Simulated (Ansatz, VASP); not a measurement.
# CoNiO2 in VASP and in Ansatz

```
Ni Co O
1.0
     3.03430    0.00000    0.00000
     0.00000    3.03430    0.00000
     0.00000    0.00000    4.25025
Ni Co O
1 1 2
Direct
  0.00000 0.00000 0.00000
  0.50000 0.50000 0.50000
  0.00000 0.00000 0.50000
  0.50000 0.50000 0.00000
```

Change from the starting cell: volume scaled by 1.02.

Alike in both runs: task single point; functional LDA; k mesh 9 × 9 × 6; occupations fermi-dirac, width 0.05 eV; collinear spin.

|  | VASP | Ansatz |
| --- | --- | --- |
| version | VASP 6.6.1 | Ansatz 0.2.0 |
| potentials or method | VASP PAW LDA potentials, release 64 (Ni, Co, O), cutoff 520 eV | all-electron LAPW, scalar-relativistic |

```tsv
	VASP	Ansatz	Ansatz less VASP
gap on the k mesh at the Fermi level (eV)	none	none	-
pressure (GPa)	-25.4	-24.6	+0.78
traceless stress, the component that is largest in VASP (GPa)	0.07	0.08	+0.012
net moment per atom (μB)	0.87	0.93	+0.053
size of the moment on the site where the two differ most (μB)	2.40	2.50	+0.107
```

LDA's correlation is that of Perdew and Zunger in VASP and of Perdew and Wang (1992) in Ansatz. Site moments also hang on the region over which each program counts them. A gap of «none» marks a metal or a gap that the smearing closes. Ansatz ran all-electron here, and VASP with PAW potentials.
